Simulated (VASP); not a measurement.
# RbH2 (Cccm) in VASP: relaxation of cell and atoms with PBE

Aim: the relaxation of cell and atoms of RbH2 with PBE.

All numbers are computed with VASP 6.6.1; they aren't measurements. Logs are shortened: lines on timing, memory, paths and dates and some standing lists are left out, and cuts for length are marked.

## (1) The cell of the first run

The structure is orthorhombic, space group Cccm (No. 66). The conventional cell has a = 9.060 Å, b = 9.290 Å, c = 5.113 Å, α = 90.00°, β = 90.00°, γ = 90.00°. Rb (site symmetry 2/m) has 8 H at 3.24 to 3.75 Å within 4.3 Å. H (site symmetry 2) has 1 H at 0.77 Å within 1.1 Å.

The cell was generated, and may not be a known phase.

## (2) Relaxation of cell and atoms, PBE

Input file INCAR:

```
ALGO     = Normal         # electronic algorithm
EDIFF    = 1E-6           # SCF threshold, eV
EDIFFG   = -0.01          # ionic threshold
ENCUT    = 600            # plane-wave cutoff, eV
GGA      = PE             # functional
IBRION   = 2              # ionic algorithm
ISIF     = 3              # what is computed and relaxed
ISMEAR   = 0              # smearing method
LASPH    = True           # aspherical terms in the spheres
LCHARG   = False          # write CHGCAR
LREAL    = False          # projectors in reciprocal space
LWAVE    = False          # write WAVECAR
NELM     = 60             # most SCF steps
NSW      = 100            # ionic steps
PREC     = Accurate       # precision mode
SIGMA    = 0.1            # smearing width, eV
```

Input file KPOINTS:

```
k-points
0
Gamma
  6 6 8
```

Input file POSCAR:

```
RbH2
1.0
    4.6450076585     -4.5299840543      0.0000000000
    4.6450076585      4.5299840543      0.0000000000
    0.0000000000      0.0000000000      5.1130264637
Rb H
2 4
Direct
    0.0000000000      0.5000000000      0.5000000000
    0.5000000000      0.0000000000      0.0000000000
    0.9584925968      0.9584925968      0.2500000000
    0.0415074032      0.0415074032      0.2500000000
    0.0415074032      0.0415074032      0.7500000000
    0.9584925968      0.9584925968      0.7500000000
```

Potentials or basis: VASP PAW PBE potentials, release 64 (Rb_sv, H).

Launch:

```console
$ cat potpaw_PBE.64/Rb_sv/POTCAR potpaw_PBE.64/H/POTCAR > POTCAR
$ mpirun -np 1 vasp_std > vasp.out
```

OUTCAR:

```text
EDIFF = 1E-6
   EDIFFG = -0.01
   ENCUT = 600
   GGA = PE
   IBRION = 2
   ISIF = 3
   ISMEAR = 0
   LASPH = True
   LREAL = False
   NELM = 60
   NSW = 100
   PREC = Accurate

 ion  position               nearest neighbor table
   1  0.000  0.500  0.500-   3 3.24   4 3.24   5 3.24   6 3.24   2 5.20   2 5.20   2 5.20   2 5.20
                             2 5.30   2 5.30   2 5.30   2 5.30
   2  0.500  0.000  0.000-   3 3.24   4 3.24   5 3.24   6 3.24   1 5.20   1 5.20   1 5.20   1 5.20
                             1 5.30   1 5.30   1 5.30   1 5.30
   3  0.958  0.958  0.250-   4 0.77   2 3.24   1 3.24
   4  0.042  0.042  0.250-   3 0.77   2 3.24   1 3.24
   5  0.042  0.042  0.750-   6 0.77   2 3.24   1 3.24
   6  0.958  0.958  0.750-   5 0.77   2 3.24   1 3.24

  LATTYP: Found a base centered orthorhombic cell.
 ALAT       =     9.0599681086
 B/A-ratio  =     1.0253916135
 C/A-ratio  =     0.5643536933

  Lattice vectors:

 A1 = (  -4.6450076585,  -4.5299840543,   0.0000000000)
 A2 = (   4.6450076585,  -4.5299840543,   0.0000000000)
 A3 = (   0.0000000000,   0.0000000000,   5.1130264637)

Analysis of symmetry for initial positions (statically):
=====================================================================
 Subroutine PRICEL returns:
 Original cell was already a primitive cell.

 Routine SETGRP: Setting up the symmetry group for a
 base centered orthorhombic supercell.

 Subroutine GETGRP returns: Found  8 space group operations
 (whereof  4 operations were pure point group operations)
 out of a pool of  8 trial point group operations.

The static configuration has the point symmetry C_2h.
 The point group associated with its full space group is D_2h.

Analysis of symmetry for dynamics (positions and initial velocities):
=====================================================================
 Subroutine PRICEL returns:
 Original cell was already a primitive cell.

 Routine SETGRP: Setting up the symmetry group for a
 base centered orthorhombic supercell.

 Subroutine GETGRP returns: Found  8 space group operations
 (whereof  4 operations were pure point group operations)
 out of a pool of  8 trial point group operations.

The dynamic configuration has the point symmetry C_2h.
 The point group associated with its full space group is D_2h.

 Subroutine INISYM returns: Found  8 space group operations
 (whereof  4 operations are pure point group operations),
 and found     1 'primitive' translations

----------------------------------------------------------------------------------------

[... 119 lines left out ...]
     AMIX     =   0.40;   BMIX     =  1.00
     AMIX_MAG =   1.60;   BMIX_MAG =  1.00
  volume/ion in A,a.u.               =      35.86       242.01
  Fermi-wavevector in a.u.,A,eV,Ry     =   0.765512  1.446608  7.973132  0.586009
  Thomas-Fermi vector in A             =   1.865649
   LORBIT       =      0    0 simple, 1 ext, 2 COOP (PROOUT), +10 PAW based schemes
   GGA     = PE    functional components
   LHFCALC =     F    Hartree Fock is set to
   AEXX    =    0.0000 exact exchange contribution
   IVDW    =     0    specifies the selected vdW correction
   LEPSILON=     F    determine dielectric tensor
   LRPA    =     F    only Hartree local field effects (RPA)
 conjugate gradient relaxation of ions
 non-spin polarized calculation
 Gauss-broadening in eV      SIGMA  =   0.10
  energy-cutoff  :      600.00
  volume of cell :      215.17
 maximum number of plane-waves:      7226
 NGX is ok and might be reduce to    54
   NGX = 25   NGY = 25   NGZ = 21

--------------------------------------- Ionic step        1  -------------------------------------------

 number of electron      22.0000001 magnetization

 Free energy of the ion-electron system (eV)
  ---------------------------------------------------
  ext. energy  EPLUGINS =         0.00000000
  ---------------------------------------------------
  free energy    TOTEN  =       -15.12363538 eV

  energy without entropy =      -15.11626064  energy(sigma->0) =      -15.11994801

------------------------ aborting loop because EDIFF is reached ----------------------------------------

  FORCE on cell =-STRESS in cart. coord.  units (eV):
  Direction    XX          YY          ZZ          XY          YZ          ZX
  --------------------------------------------------------------------------------------
  -------------------------------------------------------------------------------------
  Total       -0.0442580     -0.0642589      0.0886188      0.0000000      0.0000000      0.0000000
  in kB       -0.3295424     -0.4784681      0.6598499      0.0000000      0.0000000      0.0000000
  external PRESSURE =      -0.0493869 kB  Pullay stress =       0.0000000 kB
[... 187 lines left out ...]
--------------------------------------- Ionic step        6  -------------------------------------------

 number of electron      22.0000002 magnetization

 Free energy of the ion-electron system (eV)
  ---------------------------------------------------
  ext. energy  EPLUGINS =         0.00000000
  ---------------------------------------------------
  free energy    TOTEN  =       -15.12422027 eV

  energy without entropy =      -15.11722510  energy(sigma->0) =      -15.12072269

 E-fermi :   0.0590     XC(G=0):  -5.5653

 val. band max:        0.0544464488   @ k =   0.5000   0.5000   0.3750
 cond. band min:       0.0755513153   @ k =  -0.1667   0.1667   0.0000
 fundamental gap:      0.0211048665
 Fermi energy:         0.0589809540

 k-point     1 :       0.0000    0.0000    0.0000
  band No.  band energies     occupation
      1     -29.0031      2.00000
      2     -29.0001      2.00000
      3     -13.1383      2.00000
      4     -13.1323      2.00000
      5     -13.0779      2.00000
      6     -13.0559      2.00000
      7     -13.0511      2.00000
      8     -13.0332      2.00000
      9      -9.2685      2.00000
     10      -7.5993      2.00000
     11      -1.0550      2.00000
     12       0.7330      0.00000
     13       1.2223      0.00000
     14       1.8190      0.00000
[... 401 lines left out ...]
      2     -29.0012      2.00000
      3     -13.1838      2.00000
      4     -13.1102      2.00000
      5     -13.0761      2.00000
      6     -13.0688      2.00000
      7     -13.0667      2.00000
      8     -13.0282      2.00000
      9      -9.0965      2.00000
     10      -7.6999      2.00000
     11      -0.7657      2.00000
     12      -0.1463      1.99630
     13       0.7997      0.00000
     14       2.3611      0.00000
     15       2.7805      0.00000

 [... further k-points ...]
[... 5 lines left out ...]
  --------------------------------------------------------------------------------------
  -------------------------------------------------------------------------------------
  Total        0.0061382     -0.0380973      0.0354672     -0.0000000      0.0000000      0.0000000
  in kB        0.0456713     -0.2834629      0.2638933     -0.0000000      0.0000000      0.0000000
  external PRESSURE =       0.0087006 kB  Pullay stress =       0.0000000 kB
[... 21 lines left out ...]
  FREE ENERGIE OF THE ION-ELECTRON SYSTEM (eV)
  ---------------------------------------------------
  free  energy   TOTEN  =       -15.1242202729 eV

  energy  without entropy=      -15.1172251025  energy(sigma->0) =      -15.12072269

 reached required accuracy - stopping structural energy minimisation
```

OSZICAR:

```text
N       E                     dE             d eps       ncg     rms          rms(c)
DAV:   1     0.143920819629E+03    0.14392E+03   -0.92172E+03  1950   0.125E+03
DAV:   2     0.675993854440E+00   -0.14324E+03   -0.14170E+03  2393   0.224E+02
[... 33 lines left out ...]
   5 F= -.15123952E+02 E0= -.15120352E+02  d E =-.247378E-03
       N       E                     dE             d eps       ncg     rms          rms(c)
DAV:   1    -0.151251200518E+02   -0.11684E-02   -0.85986E-02  1971   0.205E+00    0.154E-01
DAV:   2    -0.151245223580E+02    0.59769E-03   -0.60708E-04  2447   0.177E-01    0.879E-02
DAV:   3    -0.151242187488E+02    0.30361E-03   -0.70024E-04  2496   0.190E-01    0.168E-02
DAV:   4    -0.151242206067E+02   -0.18579E-05   -0.20309E-05  2592   0.304E-02    0.997E-03
DAV:   5    -0.151242202729E+02    0.33379E-06   -0.19649E-06  2032   0.982E-03
   6 F= -.15124220E+02 E0= -.15120723E+02  d E =-.515754E-03
```

CONTCAR:

```text
RbH2
   1.00000000000000
     4.6401408643784814   -4.5120669089997056    0.0000000000000000
     4.6401408643784814    4.5120669089997056    0.0000000000000000
     0.0000000000000000    0.0000000000000000    5.1424770022478601
  Rb              H
     2     4
Direct
     1.0000000000000000    0.5000000000000000    0.5000000000000000
     0.5000000000000000    1.0000000000000000    0.0000000000000000
     0.9584911740844810    0.9584911740844810    0.2500000000000000
     0.0415088259155189    0.0415088259155189    0.2500000000000000
     0.0415088259155189    0.0415088259155189    0.7500000000000000
     0.9584911740844810    0.9584911740844810    0.7500000000000000

  0.00000000E+00  0.00000000E+00  0.00000000E+00
  0.00000000E+00  0.00000000E+00  0.00000000E+00
  0.00000000E+00  0.00000000E+00  0.00000000E+00
  0.00000000E+00  0.00000000E+00  0.00000000E+00
  0.00000000E+00  0.00000000E+00  0.00000000E+00
  0.00000000E+00  0.00000000E+00  0.00000000E+00
```

Run time: 4.8 min. Hardware: 1 thread of Intel Xeon 6975P-C (Granite Rapids), shared host; peak memory 0.51 GiB.

Results:

```yaml
Free_energy: -15.1242 eV
Relaxed_volume: 35.89 Å³/atom
Relaxed_cell: a = 6.472 Å, b = 6.472 Å, c = 5.142 Å, α = 90.00°, β = 90.00°, γ = 88.40°
Space_group_after_relaxing_to_0.1_Å: Cccm (No. 66)
Energy_gained_by_relaxing: 0.1 meV/atom
Ionic_steps: 6
Pressure_after_relaxing: 0.0 GPa
Largest_force_after_relaxing: 0.008 eV/Å
Band_gap_on_the_k_mesh: zero (bands 11 and 12 overlap by 1.40 eV)
```

Forces on the atoms (eV/Å):
```
Rb   0.000  0.000  0.000
Rb   0.000  0.000  0.000
H   -0.008  0.000  0.000
H    0.008  0.000  0.000
H    0.008  0.000  0.000
H   -0.008  0.000  0.000
```

The path:
```tsv
step	energy change (eV)	largest force (eV/Å)	pressure (GPa)	volume (Å³)
1	0.0000	0.0159	0.00	215.17
2	-0.0001	0.0338	0.02	215.14
3	-0.0001	0.0265	0.02	215.15
4	-0.0001	0.0245	0.01	215.16
5	-0.0003	0.0190	0.00	215.22
6	-0.0006	0.0081	0.00	215.33
```

Final structure:
```
CELL_PARAMETERS angstrom
4.64014 -4.51207 0.00000
4.64014 4.51207 0.00000
0.00000 0.00000 5.14248
ATOMIC_POSITIONS crystal
Rb 0.00000 0.50000 0.50000
Rb 0.50000 0.00000 0.00000
H 0.95849 0.95849 0.25000
H 0.04151 0.04151 0.25000
H 0.04151 0.04151 0.75000
H 0.95849 0.95849 0.75000
```

Levels at points of the mesh, in eV from the Fermi level:
```tsv
k point	band 8	band 9	band 10	band 11	band 12	band 13	band 14	band 15
(0.00, 0.00, 0.00)	-13.09	-9.33	-7.66	-1.11	0.67	1.16	1.76	2.58
(0.50, 0.00, 0.00)	-13.11	-9.25	-7.67	-1.07	0.33	0.97	1.95	2.22
(0.50, 0.50, 0.00)	-13.08	-9.18	-7.69	-0.94	-0.30	0.40	2.60	3.15
(0.00, 0.00, 0.50)	-13.10	-8.59	-8.59	0.41	0.41	1.24	1.24	2.23
(0.50, 0.00, 0.50)	-13.10	-8.60	-8.51	0.15	0.53	1.23	1.80	1.86
(0.50, 0.50, 0.50)	-13.11	-8.53	-8.53	0.62	0.62	1.23	1.23	1.49
```

The gap in the log of VASP goes by the Fermi energy; the results here count the filled bands.